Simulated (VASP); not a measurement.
# BN (F-43m) in VASP: further runs, part 2 of 2

VASP 6.6.1.

**3. Single point, LDA**

This run uses another cell than the first one, of 5.96 Å³/atom, 1.039 times its volume.

Input file INCAR:

```
SYSTEM = BN
ALGO = Normal ; EDIFF = 1E-6
ENCUT = 600 ; GGA = CA
GGA_COMPAT = .False. ; ISIF = 2
ISMEAR = 0 ; LASPH = .True.
LCHARG = .False. ; LREAL = .False.
LWAVE = .False. ; NBANDS = 11
NELM = 120 ; PREC = Accurate
SIGMA = 0.1
```

Input file KPOINTS:

```
k-points
0
Gamma
  8 8 8
  0 0 0
```

Input file POSCAR:

```
BN
1.0
    0.0000000000      1.8130010000      1.8130010000
    1.8130010000      0.0000000000      1.8130010000
    1.8130010000      1.8130010000      0.0000000000
B N
1 1
Direct
    0.0000000000      0.0000000000      0.0000000000
    0.7500000000      0.7500000000      0.7500000000
```

Potentials or basis: VASP PAW LDA potentials, release 64 (B, N).

On the command line:

```console
cat potpaw_LDA.64/B/POTCAR potpaw_LDA.64/N/POTCAR > POTCAR
mpirun -np 1 vasp_std > vasp.out
```

OUTCAR:

```text
SYSTEM = BN
   EDIFF = 1E-6
   ENCUT = 600
   GGA = CA
   ISIF = 2
   ISMEAR = 0
   LASPH = .True.
   LREAL = .False.
   NELM = 120
   PREC = Accurate

 ion  position               nearest neighbor table
   1  0.000  0.000  0.000-   2 1.57   2 1.57   2 1.57   2 1.57
   2  0.750  0.750  0.750-   1 1.57   1 1.57   1 1.57   1 1.57

  LATTYP: Found a face centered cubic cell.
 ALAT       =     3.6260020000

  Lattice vectors:

 A1 = (   0.0000000000,   1.8130010000,   1.8130010000)
 A2 = (   1.8130010000,   0.0000000000,   1.8130010000)
 A3 = (   1.8130010000,   1.8130010000,   0.0000000000)

Analysis of symmetry for initial positions (statically):
=====================================================================
 Subroutine PRICEL returns:
 Original cell was already a primitive cell.

 Routine SETGRP: Setting up the symmetry group for a
 face centered cubic supercell.

 Subroutine GETGRP returns: Found 24 space group operations
 (whereof 24 operations were pure point group operations)
 out of a pool of 48 trial point group operations.

The static configuration has the point symmetry T_d .

Analysis of symmetry for dynamics (positions and initial velocities):
=====================================================================
 Subroutine PRICEL returns:
 Original cell was already a primitive cell.

 Routine SETGRP: Setting up the symmetry group for a
 face centered cubic supercell.

 Subroutine GETGRP returns: Found 24 space group operations
 (whereof 24 operations were pure point group operations)
 out of a pool of 48 trial point group operations.

The dynamic configuration has the point symmetry T_d .

 Subroutine INISYM returns: Found 24 space group operations
 (whereof 24 operations are pure point group operations),
 and found     1 'primitive' translations

----------------------------------------------------------------------------------------

                                     Primitive cell

  volume of cell :      11.9186

  direct lattice vectors                    reciprocal lattice vectors
     0.000000000  1.813001000  1.813001000    -0.275785838  0.275785838  0.275785838
     1.813001000  0.000000000  1.813001000     0.275785838 -0.275785838  0.275785838
     1.813001000  1.813001000  0.000000000     0.275785838  0.275785838 -0.275785838

  length of vectors
     2.563970603  2.563970603  2.563970603     0.477675083  0.477675083  0.477675083

  position of ions in fractional coordinates (direct lattice)
     0.000000000  0.000000000  0.000000000
     0.750000000  0.750000000  0.750000000

  ion indices of the primitive-cell ions
   primitive index   ion index
                 1           1
                 2           2

----------------------------------------------------------------------------------------

 KPOINTS: k-points

Automatic generation of k-mesh.
 Grid dimensions read from file:
 generate k-points for:    8    8    8

 Generating k-lattice:

  Cartesian coordinates                     Fractional coordinates (reciprocal lattice)
    -0.034473230  0.034473230  0.034473230     0.125000000  0.000000000  0.000000000
     0.034473230 -0.034473230  0.034473230     0.000000000  0.125000000  0.000000000
     0.034473230  0.034473230 -0.034473230     0.000000000  0.000000000  0.125000000

  Length of vectors
     0.059709385  0.059709385  0.059709385

  Shift w.r.t. Gamma in fractional coordinates (k-lattice)
     0.000000000  0.000000000  0.000000000

 Subroutine IBZKPT returns following result:
 ===========================================

 Found     29 irreducible k-points:

 Following reciprocal coordinates:
            Coordinates               Weight
  0.000000  0.000000  0.000000      1.000000
  0.125000  0.000000  0.000000      8.000000
  0.250000  0.000000  0.000000      8.000000
  0.375000  0.000000  0.000000      8.000000
  0.500000  0.000000  0.000000      4.000000
  0.125000  0.125000  0.000000      6.000000
[... 16 lines left out ...]
  0.500000  0.250000  0.125000     48.000000
 -0.375000  0.250000  0.125000     24.000000
 [... further k-points ...]
   k-points           NKPTS =     29   k-points in BZ     NKDIM =     29   number of bands    NBANDS=     11
   number of dos      NEDOS =    301   number of ions     NIONS =      2
   total plane-waves  NPLWV =   8000
   dimension x,y,z NGX =    20 NGY =   20 NGZ =   20
   dimension x,y,z NGXF=    40 NGYF=   40 NGZF=   40
   ions per type =               1   1
   NGX,Y,Z   is equivalent  to a cutoff of  12.97, 12.97, 12.97 a.u.
   NGXF,Y,Z  is equivalent  to a cutoff of  25.94, 25.94, 25.94 a.u.
 SYSTEM =  BN
   PREC   = accura    normal or accurate (medium, high low for compatibility)
   ISTART =      0    job   : 0-new  1-cont  2-samecut
   ICHARG =      2    charge: 1-file 2-atom 10-const
   ISPIN  =      1    spin polarized calculation?
   LNONCOLLINEAR =      F non collinear calculations
   LSORBIT =      F    spin-orbit coupling
   LASPH  =      T    aspherical Exc in radial PAW
   ENCUT  =  600.0 eV  44.10 Ry    6.64 a.u.   5.12  5.12  5.12*2*pi/ulx,y,z
   NELM   =    120;   NELMIN=  2; NELMDL= -5     # of ELM steps
   EDIFF  = 0.1E-05   stopping-criterion for ELM
   LREAL  =      F    real-space projection
   EDIFFG = 0.1E-04   stopping-criterion for IOM
   NSW    =      0    number of steps for IOM
   IBRION =     -1    ionic relax: 0-MD 1-quasi-New 2-CG
   NFREE  =      0    steps in history (QN), initial steepest desc. (CG)
   ISIF   =      2    stress and relaxation
   ISYM   =      2    0-nonsym 1-usesym 2-fastsym
   POTIM  = 0.5000    time-step for ionic-motion
   TEBEG  =    0.0;   TEEND  =   0.0 temperature during run
   PSTRESS=    0.0 pullay stress
   NELECT =       8.0000    total number of electrons
   NUPDOWN=      -1.0000    fix difference up-down
   EMIN   =  10.00;   EMAX   =-10.00  energy-range for DOS
   EFERMI =   0.00;   METHOD = LEGACY
   ISMEAR =     0;   SIGMA  =   0.10  broadening in eV -4-tet -1-fermi 0-gaus
   EFERMI_NEDOS =   21; number of points for ismear=-14 and -15
   IALGO  =     38    algorithm
   IMIX   =      4    mixing-type and parameters
     AMIX     =   0.40;   BMIX     =  1.00
     AMIX_MAG =   1.60;   BMIX_MAG =  1.00
  volume/ion in A,a.u.               =       5.96        40.22
  Fermi-wavevector in a.u.,A,eV,Ry     =   1.433387  2.708709 27.954506  2.054598
  Thomas-Fermi vector in A             =   2.552911
   LORBIT       =      0    0 simple, 1 ext, 2 COOP (PROOUT), +10 PAW based schemes
   GGA     = CA    functional components
   LHFCALC =     F    Hartree Fock is set to
   AEXX    =    0.0000 exact exchange contribution
   IVDW    =     0    specifies the selected vdW correction
   LEPSILON=     F    determine dielectric tensor
   LRPA    =     F    only Hartree local field effects (RPA)
 non-spin polarized calculation
 Gauss-broadening in eV      SIGMA  =   0.10
  energy-cutoff  :      600.00
  volume of cell :       11.92
 maximum number of plane-waves:       415
   NGX = 11   NGY = 11   NGZ = 11

 number of electron       8.0000000 magnetization

 Free energy of the ion-electron system (eV)
  ---------------------------------------------------
  ext. energy  EPLUGINS =         0.00000000
  ---------------------------------------------------
  free energy    TOTEN  =       -19.39882772 eV

  energy without entropy =      -19.39882772  energy(sigma->0) =      -19.39882772

 E-fermi :   7.7896     XC(G=0): -13.0610

 val. band max:        7.2741725102   @ k =   0.0000   0.0000   0.0000
 cond. band min:      11.6075588453   @ k =   0.5000   0.5000   0.0000
 fundamental gap:      4.3333863351
 Fermi energy:         7.7895780963

 k-point     1 :       0.0000    0.0000    0.0000
  band No.  band energies     occupation
      1     -12.6917      2.00000
      2       7.2742      2.00000
      3       7.2742      2.00000
      4       7.2742      2.00000
      5      15.9151      0.00000
      6      15.9151      0.00000
      7      15.9151      0.00000
      8      17.5676      0.00000
      9      31.5932      0.00000
     10      34.9496      0.00000
     11      34.9496      0.00000
[... 309 lines left out ...]
 k-point    24 :      -0.3750    0.2500    0.1250
  band No.  band energies     occupation
      1      -7.7471      2.00000
      2      -2.3661      2.00000
      3       2.4976      2.00000
      4       3.8358      2.00000
      5      16.6621      0.00000
      6      18.3026      0.00000
      7      21.4436      0.00000
      8      22.7646      0.00000
      9      26.3465      0.00000
     10      32.7025      0.00000
     11      34.3654      0.00000

 [... further k-points ...]

------------------------ aborting loop because EDIFF is reached ----------------------------------------

  FORCE on cell =-STRESS in cart. coord.  units (eV):
  Direction    XX          YY          ZZ          XY          YZ          ZX
  --------------------------------------------------------------------------------------
  -------------------------------------------------------------------------------------
  Total       -1.0089973     -1.0089973     -1.0089973     -0.0000000      0.0000000     -0.0000000
  in kB     -135.6364617   -135.6364617   -135.6364617     -0.0000000      0.0000000     -0.0000000
  external PRESSURE =    -135.6364617 kB  Pullay stress =       0.0000000 kB

 VOLUME and BASIS-vectors are now :
 -----------------------------------------------------------------------------
  energy-cutoff  :      600.00
  volume of cell :       11.92
      direct lattice vectors                 reciprocal lattice vectors
     0.000000000  1.813001000  1.813001000    -0.275785838  0.275785838  0.275785838
     1.813001000  0.000000000  1.813001000     0.275785838 -0.275785838  0.275785838
     1.813001000  1.813001000  0.000000000     0.275785838  0.275785838 -0.275785838

 POSITION                                       TOTAL-FORCE (eV/Angst)
 -----------------------------------------------------------------------------------
      0.00000      0.00000      0.00000         0.000000      0.000000      0.000000
      2.71950      2.71950      2.71950        -0.000000     -0.000000     -0.000000
 -----------------------------------------------------------------------------------
    total drift:                                0.000000      0.000000      0.000000

  FREE ENERGIE OF THE ION-ELECTRON SYSTEM (eV)
  ---------------------------------------------------
  free  energy   TOTEN  =       -19.3988277225 eV

  energy  without entropy=      -19.3988277225  energy(sigma->0) =      -19.39882772
```

Run time: 2.4 s. Hardware: 1 thread of Intel Xeon 6975P-C (Granite Rapids), shared host; peak memory 0.11 GiB.

Results:

```
Free energy            : -19.3988 eV
Pressure               : -13.6 GPa
Band gap on the k mesh : 4.33 eV, indirect (least direct gap 8.64 eV)
```

A k mesh can miss the band edges.

**4. Single point, LDA**

Input file INCAR:

```
PREC = Accurate
ENCUT = 600
EDIFF = 1E-6
ISMEAR = 0
SIGMA = 0.1
LREAL = False
LASPH = True
NELM = 120
ALGO = Normal
ISIF = 2
LWAVE = False
LCHARG = False
NBANDS = 11
GGA_COMPAT = False
```

Input file KPOINTS:

```
regular mesh
0
Gamma
  10 10 10
```

Input file POSCAR:

```
BN
1.0
    0.0000000000      1.7894733831      1.7894733831
    1.7894733831      0.0000000000      1.7894733831
    1.7894733831      1.7894733831      0.0000000000
B N
1 1
Direct
    0.0000000000      0.0000000000      0.0000000000
    0.7500000000      0.7500000000      0.7500000000
```

On the command line:

```console
cat potpaw_LDA.64/B/POTCAR potpaw_LDA.64/N/POTCAR > POTCAR
mpirun -np 1 vasp_std > vasp.out
```

Wall time 4.4 s (1 thread of Intel Xeon 6975P-C (Granite Rapids), shared host); peak memory 0.11 GiB.

The run converged. Its results:

- Free energy: -19.4162 eV
- Pressure: 1.3 GPa
- Band gap on the k mesh: 4.38 eV, indirect (least direct gap 8.83 eV)

Levels at points of the mesh, in eV from the valence-band top:
```tsv
k point	band 2	band 3	band 4	band 5	band 6	band 7
(0.00, 0.00, 0.00)	0.00	0.00	0.00	8.83	8.83	8.83
(0.50, 0.00, 0.00)	-10.99	-2.01	-2.01	10.61	10.73	10.73
(0.50, 0.50, 0.00)	-9.08	-5.08	-5.08	4.38	9.32	18.16
```

A k mesh can miss the band edges. A hybrid or GW would open this gap; LDA tends to underestimate it.

**5. Single point, LDA**

Input file INCAR:

```
PREC = Accurate
ENCUT = 600
EDIFF = 1E-6
ISMEAR = 0
SIGMA = 0.02
LREAL = F
LASPH = T
NELM = 120
ALGO = Normal
ISIF = 2
LWAVE = F
LCHARG = F
NBANDS = 11
GGA_COMPAT = F
```

Input file KPOINTS:

```
Automatic mesh
0
Gamma
  12 12 12
```

Input file POSCAR:

```
BN
1.0
    0.0000000000      1.7899977716      1.7899977716
    1.7899977716      0.0000000000      1.7899977716
    1.7899977716      1.7899977716      0.0000000000
B N
1 1
Direct
    0.0000000000      0.0000000000      0.0000000000
    0.7500000000      0.7500000000      0.7500000000
```

Potentials or basis: VASP PAW LDA potentials, release 64 (B, N).

On the command line:

```console
cat potpaw_LDA.64/B/POTCAR potpaw_LDA.64/N/POTCAR > POTCAR
mpirun -np 1 vasp_std > vasp.out
```

OUTCAR:

```text
PREC = Accurate
   ENCUT = 600
   EDIFF = 1E-6
   ISMEAR = 0
   LREAL = F
   LASPH = T
   NELM = 120
   ISIF = 2

 ion  position               nearest neighbor table
   1  0.000  0.000  0.000-   2 1.55   2 1.55   2 1.55   2 1.55
   2  0.750  0.750  0.750-   1 1.55   1 1.55   1 1.55   1 1.55

  LATTYP: Found a face centered cubic cell.
 ALAT       =     3.5799955432

  Lattice vectors:

 A1 = (   0.0000000000,   1.7899977716,   1.7899977716)
 A2 = (   1.7899977716,   0.0000000000,   1.7899977716)
 A3 = (   1.7899977716,   1.7899977716,   0.0000000000)

Analysis of symmetry for initial positions (statically):
=====================================================================
 Subroutine PRICEL returns:
 Original cell was already a primitive cell.

 Routine SETGRP: Setting up the symmetry group for a
 face centered cubic supercell.

 Subroutine GETGRP returns: Found 24 space group operations
 (whereof 24 operations were pure point group operations)
 out of a pool of 48 trial point group operations.

The static configuration has the point symmetry T_d .

Analysis of symmetry for dynamics (positions and initial velocities):
=====================================================================
 Subroutine PRICEL returns:
 Original cell was already a primitive cell.

 Routine SETGRP: Setting up the symmetry group for a
 face centered cubic supercell.

 Subroutine GETGRP returns: Found 24 space group operations
 (whereof 24 operations were pure point group operations)
 out of a pool of 48 trial point group operations.

The dynamic configuration has the point symmetry T_d .

 Subroutine INISYM returns: Found 24 space group operations
 (whereof 24 operations are pure point group operations),
 and found     1 'primitive' translations

----------------------------------------------------------------------------------------
[... 118 lines left out ...]
   GGA     = CA    functional components
   LHFCALC =     F    Hartree Fock is set to
   AEXX    =    0.0000 exact exchange contribution
   IVDW    =     0    specifies the selected vdW correction
   LEPSILON=     F    determine dielectric tensor
   LRPA    =     F    only Hartree local field effects (RPA)
 non-spin polarized calculation
 Gauss-broadening in eV      SIGMA  =   0.02
  energy-cutoff  :      600.00
  volume of cell :       11.47
 maximum number of plane-waves:       392
   NGX = 11   NGY = 11   NGZ = 11

 number of electron       7.9999999 magnetization

 Free energy of the ion-electron system (eV)
  ---------------------------------------------------
  ext. energy  EPLUGINS =         0.00000000
  ---------------------------------------------------
  free energy    TOTEN  =       -19.41624370 eV

  energy without entropy =      -19.41624370  energy(sigma->0) =      -19.41624370

 E-fermi :   7.8627     XC(G=0): -13.2457

 val. band max:        7.7574989241   @ k =   0.0000   0.0000   0.0000
 cond. band min:      12.1354963555   @ k =   0.5000   0.5000   0.0000
 fundamental gap:      4.3779974314
 Fermi energy:         7.8626839575

 k-point     1 :       0.0000    0.0000    0.0000
  band No.  band energies     occupation
      1     -12.6459      2.00000
      2       7.7575      2.00000
      3       7.7575      2.00000
      4       7.7575      2.00000
      5      16.5789      0.00000
      6      16.5789      0.00000
      7      16.5789      0.00000
      8      18.6756      0.00000
      9      32.8027      0.00000
     10      35.9066      0.00000
     11      35.9066      0.00000
[... 309 lines left out ...]
 k-point    24 :      -0.4167    0.1667    0.0000
  band No.  band energies     occupation
      1      -7.8487      2.00000
      2      -2.5114      2.00000
      3       3.5440      2.00000
      4       5.1017      2.00000
      5      17.0890      0.00000
      6      20.0737      0.00000
      7      20.3069      0.00000
      8      23.6580      0.00000
      9      28.8609      0.00000
     10      33.2999      0.00000
     11      34.7406      0.00000

 [... further k-points ...]

------------------------ aborting loop because EDIFF is reached ----------------------------------------

  FORCE on cell =-STRESS in cart. coord.  units (eV):
  Direction    XX          YY          ZZ          XY          YZ          ZX
  --------------------------------------------------------------------------------------
  -------------------------------------------------------------------------------------
  Total        0.0680600      0.0680600      0.0680600      0.0000000      0.0000000     -0.0000000
  in kB        9.5063823      9.5063823      9.5063823      0.0000000      0.0000000     -0.0000000
  external PRESSURE =       9.5063823 kB  Pullay stress =       0.0000000 kB

 VOLUME and BASIS-vectors are now :
 -----------------------------------------------------------------------------
  energy-cutoff  :      600.00
  volume of cell :       11.47
      direct lattice vectors                 reciprocal lattice vectors
     0.000000000  1.789997772  1.789997772    -0.279329957  0.279329957  0.279329957
     1.789997772  0.000000000  1.789997772     0.279329957 -0.279329957  0.279329957
     1.789997772  1.789997772  0.000000000     0.279329957  0.279329957 -0.279329957

 POSITION                                       TOTAL-FORCE (eV/Angst)
 -----------------------------------------------------------------------------------
      0.00000      0.00000      0.00000         0.000000      0.000000      0.000000
      2.68500      2.68500      2.68500        -0.000000     -0.000000     -0.000000
 -----------------------------------------------------------------------------------
    total drift:                                0.000000      0.000000      0.000000

  FREE ENERGIE OF THE ION-ELECTRON SYSTEM (eV)
  ---------------------------------------------------
  free  energy   TOTEN  =       -19.4162436999 eV

  energy  without entropy=      -19.4162436999  energy(sigma->0) =      -19.41624370
```

Wall time 5.1 s (1 thread of Intel Xeon 6975P-C (Granite Rapids), shared host); peak memory 0.12 GiB.

What came out:

```yaml
Free_energy: -19.4162 eV
Pressure: 1.0 GPa
Band_gap_on_the_k_mesh: 4.38 eV, indirect (least direct gap 8.82 eV)
```

A k mesh can miss the band edges. LDA gaps usually lie below the measured ones, often by a third to a half.

**6. Summary**

```tsv
cell	k mesh	cutoff (eV)	smearing	gap on the mesh (eV)	pressure (GPa)
a = 2.531 Å, angles 60.0°, 2 atoms	12 × 12 × 12	520	gaussian 0.05 eV	4.38	1.2
a = 2.564 Å, angles 60.0°, 2 atoms	8 × 8 × 8	600	gaussian 0.1 eV	4.33	-13.6
a = 2.531 Å, angles 60.0°, 2 atoms	10 × 10 × 10	600	gaussian 0.1 eV	4.38	1.3
a = 2.531 Å, angles 60.0°, 2 atoms	12 × 12 × 12	600	gaussian 0.02 eV	4.38	1.0
```

Alike in all rows: task single point; level LDA; potentials or basis VASP PAW LDA potentials, release 64 (B, N); no spin polarisation.

On the cell as given the gap runs from 4.38 eV (LDA) to 4.38 eV (LDA); the meshes differ, which moves gaps too.

Total energies depend on the potentials used, so only differences within one code and one set of settings carry meaning.
